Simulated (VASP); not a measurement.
A run of VASP 6.6.1 is set up as follows.

The input POSCAR:

```
BeS
1.0
    0.0000000000      2.4343062282      2.4343062282
    2.4343062282      0.0000000000      2.4343062282
    2.4343062282      2.4343062282      0.0000000000
Be S
1 1
Direct
    0.0000000000      0.0000000000      0.0000000000
    0.2500000000      0.2500000000      0.2500000000
```

The input INCAR.step1:

```
SYSTEM = BeS
PREC = Accurate
ENCUT = 520
ISMEAR = 0
SIGMA = 0.01
LREAL = .False.
LASPH = .True.
NELM = 100
NBANDS = 11
GGA = PE
ALGO = Normal
EDIFF = 1E-4
LWAVE = .True.
LCHARG = .False.
```

The input INCAR.step2:

```
SYSTEM = BeS
PREC = Accurate
ENCUT = 520
EDIFF = 1E-7
ISMEAR = 0
SIGMA = 0.01
LREAL = .False.
LASPH = .True.
NELM = 100
ALGO = Normal
ISIF = 2
LWAVE = .False.
LCHARG = .False.
METAGGA = R2SCAN
LMIXTAU = .True.
NBANDS = 11
ISTART = 1
```

Contents of KPOINTS:

```
regular mesh
0
Gamma
  8 8 8
  0 0 0
```

Potentials or basis: VASP PAW PBE potentials, release 64 (Be, S).

Command:

```bash
$ cat potpaw_PBE.64/Be/POTCAR potpaw_PBE.64/S/POTCAR > POTCAR
$ cp INCAR.step1 INCAR
$ mpirun -np 1 vasp_std > vasp.out
$ cp INCAR.step2 INCAR
$ mpirun -np 1 vasp_std > vasp.out
```

Question: Predict the pressure.

Answer: 0.3 GPa.

Question: Estimate the band gap on the k mesh.

Answer: 3.60 eV, indirect (least direct gap 6.26 eV).

Caveat: the PAW data sets were made with another functional, which shifts forces and pressure a little. A k mesh can miss the band edges.
